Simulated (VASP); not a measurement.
Crystal: AgBr.

```
Ag Br
1.0
     0.00000    2.89273    2.89273
     2.89273    0.00000    2.89273
     2.89273    2.89273    0.00000
Ag Br
1 1
Cartesian
  0.0000 0.0000 0.0000
  2.8927 2.8927 2.8927
```

Base run:

- Program: VASP 6.6.1
- Functional: PBEsol
- Potentials or basis: VASP PAW PBE potentials, release 64 (Ag, Br)
- Cutoff: 500 eV
- k mesh: 6 × 6 × 6
- Occupations: gaussian, width 0.01 eV
- Spin: no spin polarisation

Its results: band gap on the k mesh 0.51 eV (least direct gap 2.37 eV); pressure -2.6 GPa.

After a change of settings the same cell gave: band gap on the k mesh 0.89 eV (least direct gap 2.72 eV); pressure 1.2 GPa. Which change was it?
A. functional from PBEsol to PBE-based screened hybrid with 35 % exact exchange; cutoff from 500 eV to 400 eV; k mesh from 6 × 6 × 6 to 4 × 4 × 4
B. functional from PBEsol to PBE-based global hybrid with 30 % exact exchange; cutoff from 500 eV to 400 eV; k mesh from 6 × 6 × 6 to 4 × 4 × 4
C. functional from PBEsol to HSE06; cutoff from 500 eV to 400 eV; k mesh from 6 × 6 × 6 to 4 × 4 × 4
D. functional from PBEsol to PBE-based screened hybrid with 5 % exact exchange; cutoff from 500 eV to 400 eV; k mesh from 6 × 6 × 6 to 4 × 4 × 4

D.

Caveats: some runs use coarse meshes; the PAW data sets were made with another functional, which shifts forces and pressure a little.
